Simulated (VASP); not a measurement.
# Si (Fd-3m) in VASP: settings compared

The runs below take Si through single point, with r2SCAN, HSE06.

Program: VASP 6.6.1. These are calculated values, not measurements. Logs are shortened: lines on timing, memory, paths and dates and some standing lists are left out, and cuts for length are marked.

## 1. The cell of the first run

Symmetry: Fd-3m, No. 227, cubic system. Conventional cell: a = 5.470 Å, b = 5.470 Å, c = 5.470 Å, α = 90.00°, β = 90.00°, γ = 90.00°. Within 3.1 Å of Si (site symmetry -43m) lie 4 Si at 2.37 Å.

## 2. Single point, r2SCAN

Contents of POSCAR:

```
Si
1.0
    0.0000000000      2.7350000000      2.7350000000
    2.7350000000      0.0000000000      2.7350000000
    2.7350000000      2.7350000000      0.0000000000
Si
2
Direct
    0.0000000000      0.0000000000      0.0000000000
    0.2500000000      0.2500000000      0.2500000000
```

Contents of INCAR.step1:

```
ALGO     = Normal         # electronic algorithm
EDIFF    = 1E-5           # SCF threshold, eV
ENCUT    = 550            # plane-wave cutoff, eV
GGA      = PE             # functional
GGA_COMPAT= F            
ISMEAR   = -1             # smearing method
LASPH    = T              # aspherical terms in the spheres
LCHARG   = F              # write CHGCAR
LREAL    = F              # projectors in reciprocal space
LWAVE    = T              # write WAVECAR
NBANDS   = 11             # bands
NELM     = 120            # most SCF steps
PREC     = Accurate       # precision mode
SIGMA    = 0.02           # smearing width, eV
```

Contents of INCAR.step2:

```
ALGO     = Normal         # electronic algorithm
EDIFF    = 1E-6           # SCF threshold, eV
ENCUT    = 550            # plane-wave cutoff, eV
GGA_COMPAT= F            
ISIF     = 2              # what is computed and relaxed
ISMEAR   = -1             # smearing method
ISTART   = 1            
LASPH    = T              # aspherical terms in the spheres
LCHARG   = T              # write CHGCAR
LELF     = T              # ELF
LMIXTAU  = T            
LREAL    = F              # projectors in reciprocal space
LVHAR    = T            
LWAVE    = F              # write WAVECAR
METAGGA  = R2SCAN         # meta-GGA
NBANDS   = 11             # bands
NELM     = 120            # most SCF steps
PREC     = Accurate       # precision mode
SIGMA    = 0.02           # smearing width, eV
```

Contents of KPOINTS:

```
k-points
0
Gamma
  6 6 6
```

Potentials or basis: VASP PAW PBE potentials, release 64 (Si).

The run is started by

```console
$ cat potpaw_PBE.64/Si/POTCAR > POTCAR
$ cp INCAR.step1 INCAR
$ mpirun -np 1 vasp_std > vasp.out
$ cp INCAR.step2 INCAR
$ mpirun -np 1 vasp_std > vasp.out
```

OUTCAR:

```text
EDIFF = 1E-6
   ENCUT = 550
   ISIF = 2
   ISMEAR = -1
   ISTART = 1
   LASPH = T
   LREAL = F
   METAGGA = R2SCAN
   NELM = 120
   PREC = Accurate

 ion  position               nearest neighbor table
   1  0.000  0.000  0.000-   2 2.37   2 2.37   2 2.37   2 2.37
   2  0.250  0.250  0.250-   1 2.37   1 2.37   1 2.37   1 2.37

  LATTYP: Found a face centered cubic cell.
 ALAT       =     5.4700000000

  Lattice vectors:

 A1 = (   0.0000000000,   2.7350000000,   2.7350000000)
 A2 = (   2.7350000000,   0.0000000000,   2.7350000000)
 A3 = (   2.7350000000,   2.7350000000,   0.0000000000)

Analysis of symmetry for initial positions (statically):
=====================================================================
 Subroutine PRICEL returns:
 Original cell was already a primitive cell.

 Routine SETGRP: Setting up the symmetry group for a
 face centered cubic supercell.

 Subroutine GETGRP returns: Found 48 space group operations
 (whereof 24 operations were pure point group operations)
 out of a pool of 48 trial point group operations.

The static configuration has the point symmetry T_d .
 The point group associated with its full space group is O_h .

Analysis of symmetry for dynamics (positions and initial velocities):
=====================================================================
 Subroutine PRICEL returns:
 Original cell was already a primitive cell.

 Routine SETGRP: Setting up the symmetry group for a
 face centered cubic supercell.

 Subroutine GETGRP returns: Found 48 space group operations
 (whereof 24 operations were pure point group operations)
 out of a pool of 48 trial point group operations.

The dynamic configuration has the point symmetry T_d .
 The point group associated with its full space group is O_h .

 Subroutine INISYM returns: Found 48 space group operations
 (whereof 24 operations are pure point group operations),
 and found     1 'primitive' translations

----------------------------------------------------------------------------------------

                                     Primitive cell

  volume of cell :      40.9168

  direct lattice vectors                    reciprocal lattice vectors
     0.000000000  2.735000000  2.735000000    -0.182815356  0.182815356  0.182815356
     2.735000000  0.000000000  2.735000000     0.182815356 -0.182815356  0.182815356
     2.735000000  2.735000000  0.000000000     0.182815356  0.182815356 -0.182815356

  length of vectors
[... 79 lines left out ...]
   ISIF   =      2    stress and relaxation
   ISYM   =      2    0-nonsym 1-usesym 2-fastsym
   POTIM  = 0.5000    time-step for ionic-motion
   TEBEG  =    0.0;   TEEND  =   0.0 temperature during run
   PSTRESS=    0.0 pullay stress
   NELECT =       8.0000    total number of electrons
   NUPDOWN=      -1.0000    fix difference up-down
   EMIN   =  10.00;   EMAX   =-10.00  energy-range for DOS
   EFERMI =   0.00;   METHOD = LEGACY
   ISMEAR =    -1;   SIGMA  =   0.02  broadening in eV -4-tet -1-fermi 0-gaus
   EFERMI_NEDOS =   21; number of points for ismear=-14 and -15
   IALGO  =     38    algorithm
   IMIX   =      4    mixing-type and parameters
     AMIX     =   0.40;   BMIX     =  1.00
     AMIX_MAG =   1.60;   BMIX_MAG =  1.00
  volume/ion in A,a.u.               =      20.46       138.06
  Fermi-wavevector in a.u.,A,eV,Ry     =   0.950176  1.795573 12.283814  0.902835
  Thomas-Fermi vector in A             =   2.078528
   LORBIT       =      0    0 simple, 1 ext, 2 COOP (PROOUT), +10 PAW based schemes
   METAGGA = R2SCAN    functional components
   LHFCALC =     F    Hartree Fock is set to
   AEXX    =    0.0000 exact exchange contribution
   IVDW    =     0    specifies the selected vdW correction
   LEPSILON=     F    determine dielectric tensor
   LRPA    =     F    only Hartree local field effects (RPA)
 non-spin polarized calculation
  energy-cutoff  :      550.00
  volume of cell :       40.92
 maximum number of plane-waves:      1243
 NGX is ok and might be reduce to    30
   NGX = 15   NGY = 15   NGZ = 15

 number of electron       8.0000001 magnetization

 Free energy of the ion-electron system (eV)
  ---------------------------------------------------
  ext. energy  EPLUGINS =         0.00000000
  ---------------------------------------------------
  free energy    TOTEN  =       -17.52573829 eV

  energy without entropy =      -17.52573829  energy(sigma->0) =      -17.52573829

 E-fermi :   5.9616     XC(G=0):  -9.7653

 val. band max:        5.5258308311   @ k =   0.0000   0.0000   0.0000
 cond. band min:       6.4785330342   @ k =   0.3333   0.3333   0.0000
 fundamental gap:      0.9527022031
 Fermi energy:         5.9615680412

 k-point     1 :       0.0000    0.0000    0.0000
  band No.  band energies     occupation
      1      -6.8477      2.00000
      2       5.5258      2.00000
      3       5.5258      2.00000
      4       5.5258      2.00000
      5       8.2726      0.00000
      6       8.2726      0.00000
      7       8.2726      0.00000
      8       9.2505      0.00000
      9      13.6387      0.00000
     10      13.6387      0.00000
     11      14.1229      0.00000
[... 197 lines left out ...]
 k-point    16 :      -0.3333    0.5000    0.1667
  band No.  band energies     occupation
      1      -2.4412      2.00000
      2      -2.4412      2.00000
      3       1.7990      2.00000
      4       1.7990      2.00000
      5       8.5534      0.00000
      6       8.5534      0.00000
      7      12.7032      0.00000
      8      12.7032      0.00000
      9      16.6719      0.00000
     10      16.6719      0.00000
     11      19.1454      0.00000

------------------------ aborting loop because EDIFF is reached ----------------------------------------

  FORCE on cell =-STRESS in cart. coord.  units (eV):
  Direction    XX          YY          ZZ          XY          YZ          ZX
  --------------------------------------------------------------------------------------
  -------------------------------------------------------------------------------------
  Total       -0.3845609     -0.3845609     -0.3845609      0.0000000     -0.0000000      0.0000000
  in kB      -15.0582237    -15.0582237    -15.0582237      0.0000000     -0.0000000      0.0000000
  external PRESSURE =     -15.0582237 kB  Pullay stress =       0.0000000 kB

 VOLUME and BASIS-vectors are now :
 -----------------------------------------------------------------------------
  energy-cutoff  :      550.00
  volume of cell :       40.92
      direct lattice vectors                 reciprocal lattice vectors
     0.000000000  2.735000000  2.735000000    -0.182815356  0.182815356  0.182815356
     2.735000000  0.000000000  2.735000000     0.182815356 -0.182815356  0.182815356
     2.735000000  2.735000000  0.000000000     0.182815356  0.182815356 -0.182815356

 POSITION                                       TOTAL-FORCE (eV/Angst)
 -----------------------------------------------------------------------------------
      0.00000      0.00000      0.00000        -0.000000      0.000000      0.000000
      1.36750      1.36750      1.36750         0.000000     -0.000000     -0.000000
 -----------------------------------------------------------------------------------
    total drift:                               -0.000000     -0.000000     -0.000000

  FREE ENERGIE OF THE ION-ELECTRON SYSTEM (eV)
  ---------------------------------------------------
  free  energy   TOTEN  =       -17.5257382912 eV

  energy  without entropy=      -17.5257382912  energy(sigma->0) =      -17.52573829
```

OSZICAR.step1:

```text
N       E                     dE             d eps       ncg     rms          rms(c)
DAV:   1     0.673900239042E+01    0.67390E+01   -0.32675E+03   352   0.583E+02
DAV:   2    -0.104283140286E+02   -0.17167E+02   -0.16013E+02   450   0.820E+01
DAV:   3    -0.109937083773E+02   -0.56539E+00   -0.56442E+00   454   0.128E+01
DAV:   4    -0.109978748816E+02   -0.41665E-02   -0.41661E-02   414   0.139E+00
DAV:   5    -0.109979197813E+02   -0.44900E-04   -0.44899E-04   466   0.134E-01    0.476E+00
DAV:   6    -0.108796458896E+02    0.11827E+00   -0.65451E-02   400   0.106E+00    0.290E+00
DAV:   7    -0.108247596173E+02    0.54886E-01   -0.12902E-01   397   0.160E+00    0.168E-01
DAV:   8    -0.108261201890E+02   -0.13606E-02   -0.58582E-03   406   0.411E-01    0.802E-02
DAV:   9    -0.108263471381E+02   -0.22695E-03   -0.21884E-04   433   0.893E-02    0.581E-02
DAV:  10    -0.108263722635E+02   -0.25125E-04   -0.21251E-05   400   0.268E-02    0.487E-03
DAV:  11    -0.108263731289E+02   -0.86540E-06   -0.21613E-06   279   0.779E-03
   1 F= -.10826373E+02 E0= -.10826373E+02  d E =-.295228E-09
```

Wall time 16 s (1 thread of Intel Xeon 6975P-C (Granite Rapids), shared host); peak memory 0.16 GiB.

What came out:

| Property | Result |
| --- | --- |
| Free energy | -17.5257 eV |
| Pressure | -1.5 GPa |
| Band gap on the k mesh | 0.95 eV (least direct gap 2.75 eV) |

Caveat: the PAW data sets were made with another functional, which shifts forces and pressure a little.

## 3. Single point, HSE06

POSCAR is that of step 2.

Contents of INCAR.step1:

```
SYSTEM = Si
PREC = Accurate
ENCUT = 400
EDIFF = 1E-5
ISMEAR = -1
SIGMA = 0.02
LREAL = .FALSE.
LASPH = .TRUE.
NELM = 120
ALGO = Normal
ISIF = 2
LWAVE = .TRUE.
LCHARG = .FALSE.
GGA = PE
NBANDS = 11
GGA_COMPAT = .FALSE.
```

Contents of INCAR.step2:

```
SYSTEM = Si
PREC = Accurate
ENCUT = 400
EDIFF = 1E-6
ISMEAR = -1
SIGMA = 0.02
LREAL = .FALSE.
LASPH = .TRUE.
NELM = 120
ALGO = Normal
ISIF = 2
LWAVE = .FALSE.
LCHARG = .FALSE.
GGA = PE
LHFCALC = .TRUE.
HFSCREEN = 0.2079
PRECFOCK = Normal
ISTART = 1
NBANDS = 11
GGA_COMPAT = .FALSE.
```

Contents of KPOINTS:

```
Automatic mesh
0
G
  2 2 2
  0 0 0
```

Potentials or basis: VASP PAW PBE potentials, release 64 (Si).

The run is started by

```console
$ cat potpaw_PBE.64/Si/POTCAR > POTCAR
$ cp INCAR.step1 INCAR
$ mpirun -np 1 vasp_std > vasp.out
$ cp INCAR.step2 INCAR
$ mpirun -np 1 vasp_std > vasp.out
```

Run time: 6.6 s. Hardware: 1 thread of Intel Xeon 6975P-C (Granite Rapids), shared host; peak memory 0.24 GiB.

The run converged. Its results:

```yaml
Free_energy: -10.2330 eV
Pressure: 5.1 GPa
Band_gap_on_the_k_mesh: 1.66 eV (least direct gap 3.59 eV)
```

Levels at points of the mesh, in eV from the valence-band top:
```csv
k point,band 1,band 2,band 3,band 4,band 5,band 6,band 7,band 8,band 9
"(0.00, 0.00, 0.00)",-12.86,0.00,0.00,0.00,3.59,3.59,3.59,4.54,8.92
"(0.50, 0.00, 0.00)",-10.33,-7.33,-1.25,-1.25,2.56,4.38,4.38,8.81,11.89
"(0.50, 0.50, 0.00)",-8.33,-8.33,-2.97,-2.97,1.66,1.66,11.50,11.50,12.34
```

Caveat: the k points lie up to 0.99 Å⁻¹ apart, too coarse for converged energies, forces and pressures; the PAW data sets were made with another functional, which shifts forces and pressure a little.
